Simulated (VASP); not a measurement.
# W8C8N in VASP: single point with PBE

Aim: the single point of W8C8N with PBE.

All numbers are computed with VASP 6.6.1; they aren't measurements. Logs are shortened: lines on timing, memory, paths and dates and some standing lists are left out, and cuts for length are marked.

**1. The cell of the first run**

The cell holds a slab with vacuum, 17 atoms: a = 5.797 Å, b = 5.797 Å, c = 15.250 Å, α = 90.00°, β = 90.00°, γ = 120.00°.

**2. Single point, PBE**

INCAR

```
PREC     = Accurate       # precision mode
ENCUT    = 520            # plane-wave cutoff, eV
EDIFF    = 1E-6           # SCF threshold, eV
ISMEAR   = -1             # smearing method
SIGMA    = 0.1            # smearing width, eV
LREAL    = Auto         
LASPH    = T              # aspherical terms in the spheres
NELM     = 100            # most SCF steps
ALGO     = Normal         # electronic algorithm
ISIF     = 2              # what is computed and relaxed
LWAVE    = F              # write WAVECAR
LCHARG   = F              # write CHGCAR
GGA      = PE             # functional
NBANDS   = 88             # bands
```

KPOINTS

```
Automatic mesh
0
Gamma
  2 2 1
```

POSCAR

```
W8C8N
1.0
    5.7965400000      0.0000000000      0.0000000000
   -2.8982700000      5.0199510000      0.0000000000
    0.0000000000      0.0000000000     15.2497250000
W C N
8 8 1
Direct
    0.0000000000      0.0000000000      0.0655749530
    0.0017528512     -0.0022908590      0.2477749599
    0.0000084783      0.5000048805      0.0655749530
   -0.0129530831      0.4849848136      0.2492176088
    0.5000051755      0.0000000000      0.0655749530
    0.5014614157     -0.0005378539      0.2485618593
    0.4999964022      0.5000048805      0.0655749530
    0.4965855395      0.5062599217      0.2632440913
    0.3433969814      0.1734877492      0.1529666928
    0.2959042335      0.1011364454      0.3413700903
    0.3459393990      0.6697276527      0.1546257392
    0.3055257725      0.6869588966      0.3375536280
    0.8395042237      0.1688661901      0.1555372310
    0.8323412800      0.1576111002      0.3255140666
    0.8188376524      0.6592295423      0.1556749384
    0.8730157684      0.6876760351      0.3384192174
    0.1662223524      0.8174581784      0.3683607409
```

Potentials or basis: VASP PAW PBE potentials, release 64 (W_sv, C, N).

Started as:

```console
> cat potpaw_PBE.64/W_sv/POTCAR potpaw_PBE.64/C/POTCAR potpaw_PBE.64/N/POTCAR > POTCAR
> mpirun -np 1 vasp_std > vasp.out
```

OUTCAR:

```text
PREC = Accurate
   ENCUT = 520
   EDIFF = 1E-6
   ISMEAR = -1
   LREAL = Auto
   LASPH = T
   NELM = 100
   ISIF = 2
   GGA = PE

 ion  position               nearest neighbor table
   1  0.000  0.000  0.066-  13 2.15   9 2.18  15 2.20   2 2.78   5 2.90   7 2.90   3 2.90   7 2.90
                             3 2.90   5 2.90
   2  0.002  0.998  0.248-  14 2.03  10 2.07  16 2.09  13 2.19  15 2.21   9 2.24  17 2.53   1 2.78
                             4 2.87   6 2.89   8 2.90   6 2.91   8 2.92   4 2.93
   3  0.000  0.500  0.066-  13 2.16  15 2.19  11 2.20   4 2.80   7 2.90   5 2.90   1 2.90   1 2.90
                             5 2.90   7 2.90
   4  0.987  0.485  0.249-  14 2.01  12 2.11  16 2.11  13 2.14  15 2.23  11 2.31  17 2.47   3 2.80
                             6 2.81   2 2.87   8 2.90   8 2.91   2 2.93   6 2.98
   5  0.500  0.000  0.066-   9 2.13  11 2.14  13 2.19   6 2.79   7 2.90   1 2.90   3 2.90   3 2.90
                             1 2.90   7 2.90
   6  0.501  0.999  0.249-  14 2.03  12 2.09  10 2.11  11 2.19  13 2.21   9 2.22  17 2.49   5 2.79
                             4 2.81   8 2.85   2 2.89   2 2.91   8 2.96   4 2.98
   7  0.500  0.500  0.066-  15 2.11   9 2.11  11 2.12   3 2.90   5 2.90   1 2.90   1 2.90   5 2.90
                             3 2.90   8 3.01
   8  0.497  0.506  0.263-  12 2.18  16 2.21  11 2.29  15 2.30  10 2.36   9 2.37   6 2.85   2 2.90
                             4 2.90   4 2.91   2 2.92   6 2.96   7 3.01
   9  0.343  0.173  0.153-   7 2.11   5 2.13   1 2.18   6 2.22   2 2.24   8 2.37
  10  0.296  0.101  0.341-  17 1.48   2 2.07   6 2.11   8 2.36
  11  0.346  0.670  0.155-   7 2.12   5 2.14   6 2.19   3 2.20   8 2.29   4 2.31
  12  0.306  0.687  0.338-  17 1.43   6 2.09   4 2.11   8 2.18
  13  0.840  0.169  0.156-   4 2.14   1 2.15   3 2.16   2 2.19   5 2.19   6 2.21
  14  0.832  0.158  0.326-   4 2.01   6 2.03   2 2.03
  15  0.819  0.659  0.156-   7 2.11   3 2.19   1 2.20   2 2.21   4 2.23   8 2.30
  16  0.873  0.688  0.338-  17 1.54   2 2.09   4 2.11   8 2.21
  17  0.166  0.817  0.368-  12 1.43  10 1.48  16 1.54   4 2.47   6 2.49   2 2.53

  LATTYP: Found a hexagonal cell.
 ALAT       =     5.7965400000
 C/A-ratio  =     2.6308323586

  Lattice vectors:

 A1 = (   5.7965400000,   0.0000000000,   0.0000000000)
 A2 = (  -2.8982700000,   5.0199510000,   0.0000000000)
 A3 = (   0.0000000000,   0.0000000000,  15.2497250000)

Analysis of symmetry for initial positions (statically):
=====================================================================
 Subroutine PRICEL returns:
 Original cell was already a primitive cell.

 Routine SETGRP: Setting up the symmetry group for a
 hexagonal supercell.

 Subroutine GETGRP returns: Found  1 space group operations
 (whereof  1 operations were pure point group operations)
 out of a pool of 24 trial point group operations.

The static configuration has the point symmetry C_1 .

Analysis of symmetry for dynamics (positions and initial velocities):
=====================================================================
 Subroutine PRICEL returns:
 Original cell was already a primitive cell.

 Routine SETGRP: Setting up the symmetry group for a
 hexagonal supercell.

 Subroutine GETGRP returns: Found  1 space group operations
 (whereof  1 operations were pure point group operations)
 out of a pool of 24 trial point group operations.

The dynamic configuration has the point symmetry C_1 .

 Subroutine INISYM returns: Found  1 space group operations
 (whereof  1 operations are pure point group operations),
 and found     1 'primitive' translations

----------------------------------------------------------------------------------------

                                     Primitive cell

  volume of cell :     443.7418

  direct lattice vectors                    reciprocal lattice vectors
     5.796540000  0.000000000  0.000000000     0.172516708  0.099602566  0.000000000
    -2.898270000  5.019951000  0.000000000     0.000000000  0.199205132  0.000000000
     0.000000000  0.000000000 15.249725000     0.000000000  0.000000000  0.065574953

  length of vectors
     5.796540000  5.796540092 15.249725000     0.199205135  0.199205132  0.065574953

  position of ions in fractional coordinates (direct lattice)
     0.000000000  0.000000000  0.065574953
     0.001752851  0.997709141  0.247774960
     0.000008478  0.500004881  0.065574953
     0.987046917  0.484984814  0.249217609
     0.500005176  0.000000000  0.065574953
     0.501461416  0.999462146  0.248561859
[... 9 lines left out ...]
     0.873015768  0.687676035  0.338419217
     0.166222352  0.817458178  0.368360741

  ion indices of the primitive-cell ions
   primitive index   ion index
                 1           1
                 2           2
                 3           3
                 4           4
                 5           5
                 6           6
[... 9 lines left out ...]
                16          16
                17          17

----------------------------------------------------------------------------------------

 KPOINTS: Automatic mesh

Automatic generation of k-mesh.
 Grid dimensions read from file:
 generate k-points for:    2    2    1

 Generating k-lattice:

  Cartesian coordinates                     Fractional coordinates (reciprocal lattice)
     0.086258354  0.049801283  0.000000000     0.500000000 -0.000000000  0.000000000
     0.000000000  0.099602566  0.000000000     0.000000000  0.500000000  0.000000000
     0.000000000  0.000000000  0.065574953     0.000000000  0.000000000  1.000000000

  Length of vectors
     0.099602567  0.099602566  0.065574953

  Shift w.r.t. Gamma in fractional coordinates (k-lattice)
     0.000000000  0.000000000  0.000000000

 Subroutine IBZKPT returns following result:
 ===========================================

 Found      4 irreducible k-points:

 Following reciprocal coordinates:
            Coordinates               Weight
  0.000000  0.000000  0.000000      1.000000
  0.500000  0.000000  0.000000      1.000000
  0.000000  0.500000  0.000000      1.000000
  0.500000  0.500000  0.000000      1.000000
   k-points           NKPTS =      4   k-points in BZ     NKDIM =      4   number of bands    NBANDS=     88
   number of dos      NEDOS =    301   number of ions     NIONS =     17
   total plane-waves  NPLWV = 276480
   dimension x,y,z NGX =    48 NGY =   48 NGZ =  120
   dimension x,y,z NGXF=    96 NGYF=   96 NGZF=  240
   ions per type =               8   8   1
   NGX,Y,Z   is equivalent  to a cutoff of  13.77, 13.77, 13.08 a.u.
   NGXF,Y,Z  is equivalent  to a cutoff of  27.53, 27.53, 26.16 a.u.
 SYSTEM =  unknown system
   PREC   = accura    normal or accurate (medium, high low for compatibility)
   ISTART =      0    job   : 0-new  1-cont  2-samecut
   ICHARG =      2    charge: 1-file 2-atom 10-const
   ISPIN  =      1    spin polarized calculation?
   LNONCOLLINEAR =      F non collinear calculations
   LSORBIT =      F    spin-orbit coupling
   LASPH  =      T    aspherical Exc in radial PAW
   ENCUT  =  520.0 eV  38.22 Ry    6.18 a.u.  10.78 10.78 28.35*2*pi/ulx,y,z
   NELM   =    100;   NELMIN=  2; NELMDL= -5     # of ELM steps
   EDIFF  = 0.1E-05   stopping-criterion for ELM
   LREAL  =      T    real-space projection
   EDIFFG = 0.1E-04   stopping-criterion for IOM
   NSW    =      0    number of steps for IOM
[... 5 lines left out ...]
   TEBEG  =    0.0;   TEEND  =   0.0 temperature during run
   PSTRESS=    0.0 pullay stress
   NELECT =     149.0000    total number of electrons
   NUPDOWN=      -1.0000    fix difference up-down
   EMIN   =  10.00;   EMAX   =-10.00  energy-range for DOS
   EFERMI =   0.00;   METHOD = LEGACY
   ISMEAR =    -1;   SIGMA  =   0.10  broadening in eV -4-tet -1-fermi 0-gaus
   EFERMI_NEDOS =   21; number of points for ismear=-14 and -15
   IALGO  =     38    algorithm
   IMIX   =      4    mixing-type and parameters
     AMIX     =   0.40;   BMIX     =  1.00
     AMIX_MAG =   1.60;   BMIX_MAG =  1.00
  volume/ion in A,a.u.               =      26.10       176.15
  Fermi-wavevector in a.u.,A,eV,Ry     =   1.137872  2.150267 17.616185  1.294753
  Thomas-Fermi vector in A             =   2.274577
   LORBIT       =      0    0 simple, 1 ext, 2 COOP (PROOUT), +10 PAW based schemes
   GGA     = PE    functional components
   LHFCALC =     F    Hartree Fock is set to
   AEXX    =    0.0000 exact exchange contribution
   IVDW    =     0    specifies the selected vdW correction
   LEPSILON=     F    determine dielectric tensor
   LRPA    =     F    only Hartree local field effects (RPA)
 non-spin polarized calculation
  energy-cutoff  :      520.00
  volume of cell :      443.74
 maximum number of plane-waves:     11985
 NGX is ok and might be reduce to    48
   NGX = 21   NGY = 21   NGZ = 57

 number of electron     148.9999997 magnetization

 Free energy of the ion-electron system (eV)
  ---------------------------------------------------
  ext. energy  EPLUGINS =         0.00000000
  ---------------------------------------------------
  free energy    TOTEN  =      -170.44713664 eV

  energy without entropy =     -170.22350145  energy(sigma->0) =     -170.33531904

 E-fermi :   1.2314     XC(G=0):  -6.6199

 val. band max:        0.8758608513   @ k =   0.0000   0.0000   0.0000
 cond. band min:       1.2526494626   @ k =   0.5000   0.5000   0.0000
 fundamental gap:      0.3767886113
 Fermi energy:         1.2313511544

 k-point     1 :       0.0000    0.0000    0.0000
  band No.  band energies     occupation
      1     -73.4401      2.00000
      2     -72.9282      2.00000
      3     -72.8691      2.00000
      4     -72.8416      2.00000
      5     -72.8372      2.00000
      6     -72.4924      2.00000
[... 78 lines left out ...]
     85       3.8450      0.00000
     86       3.8698      0.00000

 k-point     2 :       0.5000    0.0000    0.0000
  band No.  band energies     occupation
      1     -73.4397      2.00000
      2     -72.9177      2.00000
      3     -72.8676      2.00000
      4     -72.8527      2.00000
      5     -72.8381      2.00000
      6     -72.4780      2.00000
[... 78 lines left out ...]
     85       3.0730      0.00000
     86       3.5557      0.00000

 k-point     3 :       0.0000    0.5000    0.0000
  band No.  band energies     occupation
      1     -73.4397      2.00000
      2     -72.9176      2.00000
      3     -72.8678      2.00000
      4     -72.8526      2.00000
      5     -72.8381      2.00000
      6     -72.4783      2.00000
[... 78 lines left out ...]
     85       3.0865      0.00000
     86       3.4936      0.00000

 k-point     4 :       0.5000    0.5000    0.0000
  band No.  band energies     occupation
      1     -73.4397      2.00000
      2     -72.9174      2.00000
      3     -72.8705      2.00000
      4     -72.8467      2.00000
      5     -72.8416      2.00000
      6     -72.4869      2.00000
[... 78 lines left out ...]
     85       3.0511      0.00000
     86       3.5663      0.00000
 [bands above 86 left out]

------------------------ aborting loop because EDIFF is reached ----------------------------------------

  FORCE on cell =-STRESS in cart. coord.  units (eV):
  Direction    XX          YY          ZZ          XY          YZ          ZX
  --------------------------------------------------------------------------------------
  -------------------------------------------------------------------------------------
  Total       -4.7655082     -1.8302130      0.6368442     -0.4447055      0.9539867      0.7667138
  in kB      -17.2063787     -6.6081806      2.2993943     -1.6056570      3.4444715      2.7683024
  external PRESSURE =      -7.1717216 kB  Pullay stress =       0.0000000 kB

 VOLUME and BASIS-vectors are now :
 -----------------------------------------------------------------------------
  energy-cutoff  :      520.00
  volume of cell :      443.74
      direct lattice vectors                 reciprocal lattice vectors
     5.796540000  0.000000000  0.000000000     0.172516708  0.099602566  0.000000000
    -2.898270000  5.019951000  0.000000000     0.000000000  0.199205132  0.000000000
     0.000000000  0.000000000 15.249725000     0.000000000  0.000000000  0.065574953

 POSITION                                       TOTAL-FORCE (eV/Angst)
 -----------------------------------------------------------------------------------
      0.00000      0.00000      1.00000         0.279711     -0.171031     -0.007152
     -2.88147      5.00845      3.77850        -0.998259      0.276565      0.307106
     -1.44910      2.51000      1.00000         0.003493      0.276574      0.279374
      4.31584      2.43460      3.80050         0.603652      0.982927     -0.242167
      2.89830      0.00000      1.00000         0.013414     -0.075671     -0.045196
      0.01003      5.01725      3.79050         0.289398      0.432588      0.145785
[... 9 lines left out ...]
      3.06740      3.45210      5.16080         0.887330     -0.175778      0.300391
     -1.40570      4.10360      5.61740        -1.008091      0.329117      0.769521
 -----------------------------------------------------------------------------------
    total drift:                                0.013837     -0.007216     -0.020128

  FREE ENERGIE OF THE ION-ELECTRON SYSTEM (eV)
  ---------------------------------------------------
  free  energy   TOTEN  =      -170.4471366355 eV

  energy  without entropy=     -170.2235014461  energy(sigma->0) =     -170.33531904
```

Wall time 4.8 min (1 thread of Intel Xeon 6975P-C (Granite Rapids), shared host); peak memory 0.62 GiB.

What came out:

```yaml
Free_energy: -170.4471 eV
Largest_force: 1.538 eV/Å
Band_gap_on_the_k_mesh: zero (an odd number of electrons rules out a gap without spin polarisation)
```

Forces on the atoms (eV/Å):
```
W    0.280 -0.171 -0.007
W   -0.998  0.277  0.307
W    0.003  0.277  0.279
W    0.604  0.983 -0.242
W    0.013 -0.076 -0.045
W    0.289  0.433  0.146
W   -0.023  0.054  0.932
W    0.663 -1.030 -0.395
C   -0.513  0.025  0.194
C    0.586  0.232 -0.271
C   -0.532 -0.607 -0.128
C    0.058 -0.458  0.534
C   -0.371 -0.339 -1.453
C   -0.324  0.135 -0.494
C    0.386  0.111 -0.427
C    0.887 -0.176  0.300
N   -1.008  0.329  0.770
```

Caveat: the k points lie up to 0.63 Å⁻¹ apart, too coarse for converged energies and pressures of a metal; there is no dipole correction, which matters where the two faces differ; spin-orbit coupling is left out, which moves the levels of the heavy elements; an odd number of electrons without spin polarisation forces a metal; a magnetic or distorted state may lie lower.

The gap in the log of VASP goes by the Fermi energy; the results here count the filled bands.